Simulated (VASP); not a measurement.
# Li3Nb2O6 in VASP: notebook, part 2 of 2

VASP 6.6.1. Earlier steps stand in the parts before.

## 3. Single point, PBEsol

INCAR

```
PREC = Accurate
ENCUT = 520
EDIFF = 1E-7
ISMEAR = 0
SIGMA = 0.05
LREAL = Auto
LASPH = True
NELM = 60
ALGO = Normal
ISIF = 2
LWAVE = False
LCHARG = False
LDIPOL = True
IDIPOL = 3
DIPOL = 0.5 0.5 0.500
GGA = PS
NBANDS = 88
```

KPOINTS

```
Automatic mesh
0
Gamma
  6 6 1
```

POSCAR

```
Li3Nb2O6
1.0
    5.1951977330      0.0000000000      0.0000000000
   -2.5975988665      4.4991732145      0.0000000000
    0.0000000000      0.0000000000     25.1187403668
Li O Nb
6 12 4
Direct
    0.3333333333      0.6666666667      0.3179896233
    0.0000000000      0.0000000000      0.3799788582
    0.0000000000      0.0000000000      0.4912460428
    0.6666666667      0.3333333333      0.5087539510
    0.6666666667      0.3333333333      0.6200211199
    0.3333333333      0.6666666667      0.6820103800
    0.3539227511      0.3744415162      0.3598399075
    0.6255584838      0.9794812349      0.3598399075
    0.0205187651      0.6460772489      0.3598399075
    0.6648955204      0.6438452596      0.4482127695
    0.3561547404      0.0210502608      0.4482127695
    0.9789497392      0.3351044796      0.4482127695
    0.0017711314      0.6894880601      0.5517872351
    0.3105119399      0.3122830713      0.5517872351
    0.6877169287      0.9982288686      0.5517872351
    0.3127439163      0.9588918113      0.6401600940
    0.0411081887      0.3538521049      0.6401600940
    0.6461478951      0.6872560837      0.6401600940
    0.6666666667      0.3333333333      0.3940167383
    0.3333333333      0.6666666667      0.4197659299
    0.3333333333      0.6666666667      0.5802340727
    0.0000000000      0.0000000000      0.6059832657
```

Potentials or basis: VASP PAW PBE potentials, release 64 (Li_sv, O, Nb_sv).

Started as:

```sh
cat potpaw_PBE.64/Li_sv/POTCAR potpaw_PBE.64/O/POTCAR potpaw_PBE.64/Nb_sv/POTCAR > POTCAR
mpirun -np 1 vasp_std > vasp.out
```

OUTCAR:

```text
PREC = Accurate
   ENCUT = 520
   EDIFF = 1E-7
   ISMEAR = 0
   LREAL = Auto
   LASPH = True
   NELM = 60
   ISIF = 2
   GGA = PS

 ion  position               nearest neighbor table
   1  0.333  0.667  0.318-   9 1.89   8 1.89   7 1.89  20 2.56
   2  0.000  0.000  0.380-   8 1.96   9 1.96   7 1.96
   3  0.000  0.000  0.491-  11 2.10  12 2.10  10 2.10  15 2.22  13 2.22  14 2.22
   4  0.667  0.333  0.509-  15 2.10  13 2.10  14 2.10  12 2.22  11 2.22  10 2.22
   5  0.667  0.333  0.620-  17 1.96  18 1.96  16 1.96
   6  0.333  0.667  0.682-  16 1.89  17 1.89  18 1.89  21 2.56
   7  0.354  0.374  0.360-   1 1.89  19 1.94   2 1.96  20 2.18
   8  0.626  0.979  0.360-   1 1.89  19 1.94   2 1.96  20 2.18
   9  0.021  0.646  0.360-   1 1.89  19 1.94   2 1.96  20 2.18
  10  0.665  0.644  0.448-  20 1.92   3 2.10  19 2.11   4 2.22
  11  0.356  0.021  0.448-  20 1.92   3 2.10  19 2.11   4 2.22
  12  0.979  0.335  0.448-  20 1.92   3 2.10  19 2.11   4 2.22
  13  0.002  0.689  0.552-  21 1.92   4 2.10  22 2.11   3 2.22
  14  0.311  0.312  0.552-  21 1.92   4 2.10  22 2.11   3 2.22
  15  0.688  0.998  0.552-  21 1.92   4 2.10  22 2.11   3 2.22
  16  0.313  0.959  0.640-   6 1.89  22 1.94   5 1.96  21 2.18
  17  0.041  0.354  0.640-   6 1.89  22 1.94   5 1.96  21 2.18
  18  0.646  0.687  0.640-   6 1.89  22 1.94   5 1.96  21 2.18
  19  0.667  0.333  0.394-   8 1.94   9 1.94   7 1.94  12 2.11  11 2.11  10 2.11
  20  0.333  0.667  0.420-  11 1.92  12 1.92  10 1.92   9 2.18   8 2.18   7 2.18   1 2.56
  21  0.333  0.667  0.580-  13 1.92  15 1.92  14 1.92  16 2.18  17 2.18  18 2.18   6 2.56
  22  0.000  0.000  0.606-  17 1.94  18 1.94  16 1.94  15 2.11  13 2.11  14 2.11

  LATTYP: Found a hexagonal cell.
 ALAT       =     5.1951977330
 C/A-ratio  =     4.8349921712

  Lattice vectors:

 A1 = (   5.1951977330,   0.0000000000,   0.0000000000)
 A2 = (  -2.5975988665,   4.4991732145,   0.0000000000)
 A3 = (   0.0000000000,   0.0000000000,  25.1187403668)

Analysis of symmetry for initial positions (statically):
=====================================================================
 Subroutine PRICEL returns:
 Original cell was already a primitive cell.

 Routine SETGRP: Setting up the symmetry group for a
 hexagonal supercell.

 Subroutine GETGRP returns: Found  6 space group operations
[... 178 lines left out ...]
 NGX is ok and might be reduce to    40
   NGX = 19   NGY = 19   NGZ = 93

 number of electron     141.9999987 magnetization

 dipolmoment           0.000000      0.000000      0.000003 electrons x Angstroem

 Free energy of the ion-electron system (eV)
  ---------------------------------------------------
  ext. energy  EPLUGINS =         0.00000000
  ---------------------------------------------------
  free energy    TOTEN  =      -170.24336150 eV

  energy without entropy =     -170.22060434  energy(sigma->0) =     -170.23198292

 E-fermi :   2.2571     XC(G=0):  -4.6951

 val. band max:        2.2406591972   @ k =   0.3333   0.3333   0.0000
 cond. band min:       2.2793468692   @ k =   0.3333  -0.0000   0.0000
 fundamental gap:      0.0386876720
 Fermi energy:         2.2570947821

 k-point     1 :       0.0000    0.0000    0.0000
  band No.  band energies     occupation
      1     -55.1321      2.00000
      2     -55.1320      2.00000
      3     -55.0268      2.00000
      4     -55.0264      2.00000
      5     -44.4420      2.00000
      6     -44.4419      2.00000
[... 677 lines left out ...]
     82       3.8191      0.00000
     83       4.4420      0.00000
 [bands above 83 left out]

------------------------ aborting loop because EDIFF is reached ----------------------------------------

 vacuum level on the upper side and lower side of the slab       (xc-potential included)        -0.094        -0.093

  FORCE on cell =-STRESS in cart. coord.  units (eV):
  Direction    XX          YY          ZZ          XY          YZ          ZX
  --------------------------------------------------------------------------------------
  -------------------------------------------------------------------------------------
  Total       -0.0661427     -0.0661427     -0.1954728      0.0000002     -0.0000000      0.0000000
  in kB       -0.1804927     -0.1804927     -0.5334137      0.0000005     -0.0000000      0.0000000
  external PRESSURE =      -0.2981330 kB  Pullay stress =       0.0000000 kB

 VOLUME and BASIS-vectors are now :
 -----------------------------------------------------------------------------
  energy-cutoff  :      520.00
  volume of cell :      587.13
      direct lattice vectors                 reciprocal lattice vectors
     5.195197733  0.000000000  0.000000000     0.192485455  0.111131529  0.000000000
    -2.597598866  4.499173214  0.000000000     0.000000000  0.222263059  0.000000000
     0.000000000  0.000000000 25.118740367     0.000000000  0.000000000  0.039810914

 POSITION                                       TOTAL-FORCE (eV/Angst)
 -----------------------------------------------------------------------------------
     -0.00000      2.99945      7.98750         0.000000      0.000000     -0.071028
      0.00000      0.00000      9.54459         0.000000     -0.000000      0.010921
      0.00000      0.00000     12.33948         0.000000     -0.000000     -0.005413
      2.59760      1.49972     12.77926         0.000000      0.000000      0.005413
      2.59760      1.49972     15.57415         0.000000     -0.000000     -0.010921
     -0.00000      2.99945     17.13124         0.000000     -0.000000      0.071028
[... 14 lines left out ...]
     -0.00000      2.99945     14.57475         0.000000     -0.000000     -0.020862
      0.00000      0.00000     15.22154         0.000000     -0.000000      0.003523
 -----------------------------------------------------------------------------------
    total drift:                                0.000001     -0.000001      0.000893

  FREE ENERGIE OF THE ION-ELECTRON SYSTEM (eV)
  ---------------------------------------------------
  free  energy   TOTEN  =      -170.2433614987 eV

  energy  without entropy=     -170.2206043413  energy(sigma->0) =     -170.23198292

 vacuum level on the upper side and lower side of the slab         2.984         2.984
```

OSZICAR:

```text
N       E                     dE             d eps       ncg     rms          rms(c)
DAV:   1     0.171291255809E+04    0.17129E+04   -0.69825E+04  1536   0.151E+03
DAV:   2     0.332805386651E+02   -0.16796E+04   -0.16226E+04  1848   0.512E+02
DAV:   3    -0.177149915808E+03   -0.21043E+03   -0.20758E+03  1976   0.175E+02
[... 21 lines left out ...]
DAV:  25    -0.170243355065E+03   -0.12654E-04   -0.11584E-06  1168   0.162E-03    0.320E-04
DAV:  26    -0.170243359448E+03   -0.43831E-05   -0.47452E-07  1128   0.136E-03    0.198E-04
DAV:  27    -0.170243361188E+03   -0.17397E-05   -0.15893E-07  1112   0.871E-04    0.932E-05
DAV:  28    -0.170243361431E+03   -0.24276E-06   -0.26293E-08  1152   0.631E-04    0.646E-05
DAV:  29    -0.170243361499E+03   -0.67952E-07   -0.93157E-09  1000   0.464E-04
   1 F= -.17024336E+03 E0= -.17023198E+03  d E =-.227572E-01
```

stdout:

```text
POSCAR found type information on POSCAR LiO Nb
 POSCAR found :  3 types and      22 ions
 scaLAPACK will be used
 -----------------------------------------------------------------------------
|                                                                             |
|                                                                             |
|     You enforced a specific xc type in the INCAR file but a different       |
|     I HOPE YOU KNOW WHAT YOU ARE DOING!                                     |
|                                                                             |
 -----------------------------------------------------------------------------

 LDA part: xc-table for (Slater+PW92), standard interpolation
 POSCAR, INCAR and KPOINTS ok, starting setup
 FFT: planning ... GRIDC
 FFT: planning ... GRID_SOFT
 FFT: planning ... GRID
 WAVECAR not read
 entering main loop
```

It took 19 min on 1 thread of Intel Xeon Platinum 8259CL at 2.50GHz (Skylake/Cascade Lake), shared host; peak memory 0.77 GiB.

Results:

```yaml
Free_energy: -170.2434 eV
Largest_force: 0.071 eV/Å
Band_gap_on_the_k_mesh: zero (bands 71 and 72 overlap by 0.30 eV)
```

Forces on the atoms (eV/Å):
```
Li   0.000  0.000 -0.071
Li   0.000  0.000  0.011
Li   0.000  0.000 -0.005
Li   0.000  0.000  0.005
Li   0.000  0.000 -0.011
Li   0.000  0.000  0.071
O    0.023 -0.003  0.014
O   -0.009  0.022  0.014
O   -0.014 -0.018  0.014
O   -0.003 -0.005 -0.004
O    0.006  0.000 -0.004
O   -0.003  0.005 -0.004
O    0.003  0.005  0.004
O   -0.006  0.000  0.004
O    0.003 -0.005  0.004
O   -0.023  0.003 -0.014
O    0.009 -0.022 -0.014
O    0.014  0.018 -0.014
Nb   0.000  0.000 -0.004
Nb   0.000  0.000  0.021
Nb   0.000  0.000 -0.021
Nb   0.000  0.000  0.004
```

Caveat: the cutoff is under 1.25 times the usual one of these potentials, so pressure, stress and relaxed cells hold a basis-set (Pulay) error; the PAW data sets were made with another functional, which shifts forces and pressure a little.
